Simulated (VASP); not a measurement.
Runs of VASP 6.6.1 on BP. The structure is that of space group F-43m (No. 216), or close to it. The cells are those of the table. 

| cell | gap on the mesh (eV) | pressure (GPa) |
| --- | --- | --- |
| a = 3.272 Å, angles 60.0°, 2 atoms | 1.32 | (b) |
| a = 3.158 Å, angles 60.0°, 2 atoms | (c) | 9.6 |
| a = 3.128 Å, angles 60.0°, 2 atoms | 1.12 | (a) |
| a = 3.187 Å, angles 60.0°, 2 atoms | 1.21 | 4.4 |
| a = 3.244 Å, angles 60.0°, 2 atoms | 1.28 | -4.2 |

Alike in all rows: task single point; level PBE; potentials or basis VASP PAW PBE potentials, release 64 (B, P); no spin polarisation; k mesh 12 × 12 × 12; cutoff (eV) 520; smearing gaussian 0.05 eV.

Estimate the missing entries.

(a) 15.5; (b) -7.8; (c) 1.16.

A k mesh can miss the band edges.
